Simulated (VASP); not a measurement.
Ti: electric field gradients with PBEsol

Ti:

```
Ti
1.0
    -1.63551    1.63551    1.63551
     1.63551   -1.63551    1.63551
     1.63551    1.63551   -1.63551
Ti
1
Direct
  0.00000 0.00000 0.00000
```

This cell differs from its parent crystal: volume scaled by 0.99.

| Property | Result |
| --- | --- |
| Program | VASP 6.6.1 |
| Task | electric field gradients |
| Functional | PBEsol |
| Potentials or basis | VASP PAW PBE potentials, release 64 (Ti_sv) |
| Cutoff | 520 eV |
| k mesh | 14 × 14 × 14 |
| Occupations | fermi-dirac, width 0.05 eV |
| Spin | no spin polarisation |
| Dipole correction | no |
| Further INCAR settings | ALGO = Normal; EDIFF = 1e-08; NBANDS = 12 |

```json
{
 "Pressure": "-5.9 GPa",
 "Band gap on the k mesh": "zero (band 6 reaches 8.86 eV, above the bottom of band 7 at 7.22 eV)"
}
```

Levels at points of the mesh, in eV from the Fermi level:
```
           k point  band 3  band 4  band 5  band 6  band 7  band 8  band 9  band 10
(0.00, 0.00, 0.00)  -32.26  -32.26   -5.93    0.99    0.99    0.99    2.74     2.74
(0.50, 0.00, 0.00)  -32.47  -32.27   -2.43   -0.39    1.14    2.72    3.07     4.26
(0.50, 0.50, 0.50)  -32.72  -32.72   -2.07   -2.07    3.91    3.91    3.91     8.30
```

Wall time 8.3 s on 1 thread of Intel(R) Xeon(R) 6975P-C (Granite Rapids) (shared host), peak memory 0.14 GiB.

Caveat: without QUAD_EFG the Cq values of the log hold for a quadrupole moment of 1 mb, not for the nuclei; the PAW data sets were made with another functional, which shifts forces and pressure a little.
